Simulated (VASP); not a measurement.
# Ir (P6_3/mmc) in VASP: notebook

Runs on Ir. Level: PBE. Tasks: single point.

Program: VASP 6.6.1. These are calculated values, not measurements. Logs are shortened: lines on timing, memory, paths and dates and some standing lists are left out, and cuts for length are marked.

## (1) The cell of the first run

The structure is hexagonal, space group P6_3/mmc (No. 194). Conventional cell: a = 2.775 Å, b = 2.775 Å, c = 4.453 Å, α = 90.00°, β = 90.00°, γ = 120.00°. Within 3.6 Å of Ir (site symmetry -6m2) lie 12 Ir at 2.74 to 2.78 Å.

## (2) Single point, PBE

Contents of INCAR:

```
  PREC = Accurate
  ENCUT = 520
  EDIFF = 1E-6
  ISMEAR = 0
  SIGMA = 0.15
  LREAL = False
  LASPH = True
  NELM = 60
  ALGO = Normal
  ISIF = 2
  LWAVE = False
  LCHARG = False
  GGA = PE
  NBANDS = 16
```

Contents of KPOINTS:

```
regular mesh
0
Gamma
  18 18 10
```

Contents of POSCAR:

```
Ir
1.0
    2.7753000000      0.0000000000      0.0000000000
   -1.3876500000      2.4034803031      0.0000000000
    0.0000000000      0.0000000000      4.4529609382
Ir
2
Direct
    0.6666666667      0.3333333333      0.7500000000
    0.3333333333      0.6666666667      0.2500000000
```

Potentials or basis: VASP PAW PBE potentials, release 64 (Ir).

On the command line:

```sh
$ cat potpaw_PBE.64/Ir/POTCAR > POTCAR
$ mpirun -np 1 vasp_std > vasp.out
```

OUTCAR:

```text
PREC = Accurate
   ENCUT = 520
   EDIFF = 1E-6
   ISMEAR = 0
   LREAL = False
   LASPH = True
   NELM = 60
   ISIF = 2
   GGA = PE

 ion  position               nearest neighbor table
   1  0.667  0.333  0.750-   2 2.74   2 2.74   2 2.74   2 2.74   2 2.74   2 2.74
   2  0.333  0.667  0.250-   1 2.74   1 2.74   1 2.74   1 2.74   1 2.74   1 2.74

  LATTYP: Found a hexagonal cell.
 ALAT       =     2.7753000000
 C/A-ratio  =     1.6044971492

  Lattice vectors:

 A1 = (   2.7753000000,   0.0000000000,   0.0000000000)
 A2 = (  -1.3876500000,   2.4034803031,   0.0000000000)
 A3 = (   0.0000000000,   0.0000000000,   4.4529609382)

Analysis of symmetry for initial positions (statically):
=====================================================================
 Subroutine PRICEL returns:
 Original cell was already a primitive cell.

 Routine SETGRP: Setting up the symmetry group for a
 hexagonal supercell.

 Subroutine GETGRP returns: Found 24 space group operations
 (whereof 12 operations were pure point group operations)
 out of a pool of 24 trial point group operations.

The static configuration has the point symmetry D_3d.
 The point group associated with its full space group is D_6h.

Analysis of symmetry for dynamics (positions and initial velocities):
=====================================================================
 Subroutine PRICEL returns:
 Original cell was already a primitive cell.

 Routine SETGRP: Setting up the symmetry group for a
 hexagonal supercell.

 Subroutine GETGRP returns: Found 24 space group operations
 (whereof 12 operations were pure point group operations)
 out of a pool of 24 trial point group operations.

The dynamic configuration has the point symmetry D_3d.
 The point group associated with its full space group is D_6h.

 Subroutine INISYM returns: Found 24 space group operations
 (whereof 12 operations are pure point group operations),
 and found     1 'primitive' translations

----------------------------------------------------------------------------------------

                                     Primitive cell

  volume of cell :      29.7029

  direct lattice vectors                    reciprocal lattice vectors
     2.775300000  0.000000000  0.000000000     0.360321407  0.208031661  0.000000000
    -1.387650000  2.403480303  0.000000000     0.000000000  0.416063322  0.000000000
     0.000000000  0.000000000  4.452960938     0.000000000  0.000000000  0.224569677

  length of vectors
     2.775300000  2.775300000  4.452960938     0.416063322  0.416063322  0.224569677

  position of ions in fractional coordinates (direct lattice)
     0.666666667  0.333333333  0.750000000
     0.333333333  0.666666667  0.250000000

  ion indices of the primitive-cell ions
   primitive index   ion index
                 1           1
                 2           2

----------------------------------------------------------------------------------------

 KPOINTS: regular mesh

Automatic generation of k-mesh.
 Grid dimensions read from file:
 generate k-points for:   18   18   10

 Generating k-lattice:

  Cartesian coordinates                     Fractional coordinates (reciprocal lattice)
     0.020017856  0.011557315  0.000000000     0.055555556  0.000000000  0.000000000
     0.000000000  0.023114629  0.000000000     0.000000000  0.055555556  0.000000000
     0.000000000  0.000000000  0.022456968     0.000000000  0.000000000  0.100000000

  Length of vectors
     0.023114629  0.023114629  0.022456968

  Shift w.r.t. Gamma in fractional coordinates (k-lattice)
     0.000000000  0.000000000  0.000000000

 Subroutine IBZKPT returns following result:
 ===========================================

 Found    222 irreducible k-points:

 Following reciprocal coordinates:
            Coordinates               Weight
  0.000000  0.000000  0.000000      1.000000
  0.055556 -0.000000  0.000000      6.000000
  0.111111 -0.000000  0.000000      6.000000
  0.166667  0.000000  0.000000      6.000000
  0.222222  0.000000  0.000000      6.000000
  0.277778 -0.000000  0.000000      6.000000
[... 16 lines left out ...]
  0.333333  0.111111  0.000000     12.000000
  0.388889  0.111111  0.000000     12.000000
 [... further k-points ...]
   k-points           NKPTS =    222   k-points in BZ     NKDIM =    222   number of bands    NBANDS=     16
   number of dos      NEDOS =    301   number of ions     NIONS =      2
   total plane-waves  NPLWV =  20736
   dimension x,y,z NGX =    24 NGY =   24 NGZ =   36
   dimension x,y,z NGXF=    48 NGYF=   48 NGZF=   72
   ions per type =               2
   NGX,Y,Z   is equivalent  to a cutoff of  14.38, 14.38, 13.44 a.u.
   NGXF,Y,Z  is equivalent  to a cutoff of  28.75, 28.75, 26.88 a.u.
 SYSTEM =  unknown system
   PREC   = accura    normal or accurate (medium, high low for compatibility)
   ISTART =      0    job   : 0-new  1-cont  2-samecut
   ICHARG =      2    charge: 1-file 2-atom 10-const
   ISPIN  =      1    spin polarized calculation?
   LNONCOLLINEAR =      F non collinear calculations
   LSORBIT =      F    spin-orbit coupling
   LASPH  =      T    aspherical Exc in radial PAW
   ENCUT  =  520.0 eV  38.22 Ry    6.18 a.u.   5.16  5.16  8.28*2*pi/ulx,y,z
   NELM   =     60;   NELMIN=  2; NELMDL= -5     # of ELM steps
   EDIFF  = 0.1E-05   stopping-criterion for ELM
   LREAL  =      F    real-space projection
   EDIFFG = 0.1E-04   stopping-criterion for IOM
   NSW    =      0    number of steps for IOM
   IBRION =     -1    ionic relax: 0-MD 1-quasi-New 2-CG
   NFREE  =      0    steps in history (QN), initial steepest desc. (CG)
   ISIF   =      2    stress and relaxation
   ISYM   =      2    0-nonsym 1-usesym 2-fastsym
   POTIM  = 0.5000    time-step for ionic-motion
   TEBEG  =    0.0;   TEEND  =   0.0 temperature during run
   PSTRESS=    0.0 pullay stress
   NELECT =      18.0000    total number of electrons
   NUPDOWN=      -1.0000    fix difference up-down
   EMIN   =  10.00;   EMAX   =-10.00  energy-range for DOS
   EFERMI =   0.00;   METHOD = LEGACY
   ISMEAR =     0;   SIGMA  =   0.15  broadening in eV -4-tet -1-fermi 0-gaus
   EFERMI_NEDOS =   21; number of points for ismear=-14 and -15
   IALGO  =     38    algorithm
   IMIX   =      4    mixing-type and parameters
     AMIX     =   0.40;   BMIX     =  1.00
     AMIX_MAG =   1.60;   BMIX_MAG =  1.00
  volume/ion in A,a.u.               =      14.85       100.22
  Fermi-wavevector in a.u.,A,eV,Ry     =   1.385370  2.617970 26.112993  1.919251
  Thomas-Fermi vector in A             =   2.509787
   LORBIT       =      0    0 simple, 1 ext, 2 COOP (PROOUT), +10 PAW based schemes
   GGA     = PE    functional components
   LHFCALC =     F    Hartree Fock is set to
   AEXX    =    0.0000 exact exchange contribution
   IVDW    =     0    specifies the selected vdW correction
   LEPSILON=     F    determine dielectric tensor
   LRPA    =     F    only Hartree local field effects (RPA)
 non-spin polarized calculation
 Gauss-broadening in eV      SIGMA  =   0.15
  energy-cutoff  :      520.00
  volume of cell :       29.70
 maximum number of plane-waves:       814
 NGX is ok and might be reduce to    24
   NGX = 11   NGY = 11   NGZ = 17

 number of electron      17.9999999 magnetization

 Free energy of the ion-electron system (eV)
  ---------------------------------------------------
  ext. energy  EPLUGINS =         0.00000000
  ---------------------------------------------------
  free energy    TOTEN  =       -17.55403256 eV

  energy without entropy =      -17.52720311  energy(sigma->0) =      -17.54061784

 E-fermi :   9.7098     XC(G=0): -13.6994

 val. band max:        9.6972454807   @ k =   0.2222   0.1667   0.2000
 cond. band min:       9.7199566306   @ k =   0.3333   0.1111   0.2000
 fundamental gap:      0.0227111499
 Fermi energy:         9.7097773406

 k-point     1 :       0.0000    0.0000    0.0000
  band No.  band energies     occupation
      1      -1.0210      2.00000
      2       2.0319      2.00000
      3       6.1173      2.00000
      4       6.1173      2.00000
      5       6.1209      2.00000
      6       6.7491      2.00000
[... 8 lines left out ...]
     15      26.2719      0.00000
     16      27.1234      0.00000

 k-point     2 :       0.0556   -0.0000    0.0000
  band No.  band energies     occupation
      1      -0.9067      2.00000
      2       2.1325      2.00000
      3       5.8367      2.00000
      4       6.2114      2.00000
      5       6.3780      2.00000
      6       6.6888      2.00000
[... 8 lines left out ...]
     15      26.4173      0.00000
     16      27.2892      0.00000

 k-point     3 :       0.1111   -0.0000    0.0000
  band No.  band energies     occupation
      1      -0.5721      2.00000
      2       2.4151      2.00000
      3       5.5167      2.00000
      4       6.4815      2.00000
      5       6.4897      2.00000
      6       6.7077      2.00000
[... 8 lines left out ...]
     15      26.8002      0.00000
     16      27.4875      0.00000

 k-point     4 :       0.1667    0.0000    0.0000
  band No.  band energies     occupation
      1      -0.0446      2.00000
      2       2.8080      2.00000
      3       5.2094      2.00000
      4       6.0018      2.00000
      5       6.2668      2.00000
      6       6.8718      2.00000
[... 8 lines left out ...]
     15      26.9959      0.00000
     16      27.0655      0.00000
[... 324 lines left out ...]
 k-point    22 :       0.2778    0.1111    0.0000
  band No.  band energies     occupation
      1       2.2848      2.00000
      2       3.3732      2.00000
      3       3.9505      2.00000
      4       5.0327      2.00000
      5       5.8227      2.00000
      6       6.3617      2.00000
[... 8 lines left out ...]
     15      21.4364      0.00000
     16      24.7214      0.00000

 k-point    23 :       0.3333    0.1111    0.0000
  band No.  band energies     occupation
      1       2.7176      2.00000
      2       3.1693      2.00000
      3       3.5845      2.00000
      4       5.4395      2.00000
      5       5.7321      2.00000
      6       6.5617      2.00000
[... 8 lines left out ...]
     15      20.2521      0.00000
     16      24.2054      0.00000

 k-point    24 :       0.3889    0.1111    0.0000
  band No.  band energies     occupation
      1       2.9159      2.00000
      2       3.0274      2.00000
      3       3.3606      2.00000
      4       5.6944      2.00000
      5       5.8546      2.00000
      6       6.3980      2.00000
[... 8 lines left out ...]
     15      19.9834      0.00000
     16      22.5462      0.00000

 [... further k-points ...]
[... 5 lines left out ...]
  --------------------------------------------------------------------------------------
  -------------------------------------------------------------------------------------
  Total       -1.2840644     -1.2840644     -0.6899131     -0.0000000      0.0000000      0.0000000
  in kB      -69.2624727    -69.2624727    -37.2139315     -0.0000000      0.0000000      0.0000000
  external PRESSURE =     -58.5796256 kB  Pullay stress =       0.0000000 kB

 VOLUME and BASIS-vectors are now :
 -----------------------------------------------------------------------------
  energy-cutoff  :      520.00
  volume of cell :       29.70
      direct lattice vectors                 reciprocal lattice vectors
     2.775300000  0.000000000  0.000000000     0.360321407  0.208031661  0.000000000
    -1.387650000  2.403480303  0.000000000     0.000000000  0.416063322  0.000000000
     0.000000000  0.000000000  4.452960938     0.000000000  0.000000000  0.224569677

 POSITION                                       TOTAL-FORCE (eV/Angst)
 -----------------------------------------------------------------------------------
      1.38765      0.80116      3.33972         0.000000      0.000000      0.000000
     -0.00000      1.60232      1.11324        -0.000000     -0.000000      0.000000
 -----------------------------------------------------------------------------------
    total drift:                               -0.000000      0.000000     -0.000000

  FREE ENERGIE OF THE ION-ELECTRON SYSTEM (eV)
  ---------------------------------------------------
  free  energy   TOTEN  =       -17.5540325564 eV

  energy  without entropy=      -17.5272031138  energy(sigma->0) =      -17.54061784
```

Wall time 36 s (1 thread of Intel Xeon 6975P-C (Granite Rapids), shared host); peak memory 0.22 GiB.

Results:

- Free energy: -17.5540 eV
- Pressure: -5.9 GPa
- Band gap on the k mesh: zero (band 9 reaches 10.62 eV, above the bottom of band 10 at 7.51 eV)

Levels at points of the mesh, in eV from the Fermi level:
```
           k point  band 7  band 8  band 9  band 10  band 11  band 12
(0.00, 0.00, 0.00)   -2.96   -2.32   -2.32    -0.60     0.23     0.23
(0.50, 0.00, 0.00)   -2.74    0.57    0.92     0.97     2.73     4.11
(0.00, 0.00, 0.50)   -3.73   -3.73   -0.46    -0.46    -0.46    -0.46
(0.50, 0.00, 0.50)   -0.90   -0.90    0.81     0.81     1.92     1.92
```

Caveat: spin-orbit coupling is left out, which moves the levels of the heavy elements.

## (3) Single point, PBE

This run uses another cell than the first one, of 14.95 Å³/atom, 1.006 times its volume.

Contents of INCAR:

```
SYSTEM = Ir
PREC     = Accurate       ! precision mode
ENCUT    = 520            ! plane-wave cutoff, eV
EDIFF    = 1E-7           ! SCF threshold, eV
ISMEAR   = 0              ! smearing method
SIGMA    = 0.15           ! smearing width, eV
LREAL    = .False.        ! projectors in reciprocal space
LASPH    = .True.         ! aspherical terms in the spheres
NELM     = 60             ! most SCF steps
ALGO     = Normal         ! electronic algorithm
ISIF     = 2              ! what is computed and relaxed
LWAVE    = .False.        ! write WAVECAR
LCHARG   = .True.         ! write CHGCAR
GGA      = PE             ! functional
LELF     = .True.         ! ELF
LVHAR    = .True.       
NBANDS   = 16             ! bands
```

Contents of KPOINTS:

```
regular mesh
0
Gamma
  18 18 10
  0 0 0
```

Contents of POSCAR:

```
Ir
1.0
    2.7478111495      0.0000000000      0.0000000000
   -1.3739055747      2.3796742603      0.0000000000
    0.0000000000      0.0000000000      4.5717000000
Ir
2
Direct
    0.6666666667      0.3333333333      0.7500000000
    0.3333333333      0.6666666667      0.2500000000
```

Potentials or basis: VASP PAW PBE potentials, release 64 (Ir).

On the command line:

```sh
$ cat potpaw_PBE.64/Ir/POTCAR > POTCAR
$ mpirun -np 1 vasp_std > vasp.out
```

Run time: 41 s. Hardware: 1 thread of Intel Xeon 6975P-C (Granite Rapids), shared host; peak memory 0.21 GiB.

Results (log left out):

| Property | Result |
| --- | --- |
| Free energy | -17.5339 eV |
| Pressure | -7.8 GPa |
| Band gap on the k mesh | zero (band 9 reaches 10.58 eV, above the bottom of band 10 at 7.40 eV) |

Stress tensor (GPa, compression positive):
```
 -5.02   0.00   0.00
  0.00  -5.02   0.00
  0.00   0.00 -13.28
```

Levels at points of the mesh, in eV from the Fermi level:
```csv
k point,band 7,band 8,band 9,band 10,band 11,band 12
"(0.00, 0.00, 0.00)",-2.95,-1.96,-1.96,-0.88,0.29,0.29
"(0.50, 0.00, 0.00)",-2.86,0.79,0.83,1.15,2.84,4.28
"(0.00, 0.00, 0.50)",-3.56,-3.56,-0.41,-0.41,-0.41,-0.41
"(0.50, 0.00, 0.50)",-0.82,-0.82,1.02,1.02,1.96,1.96
```

Caveat: spin-orbit coupling is left out, which moves the levels of the heavy elements.
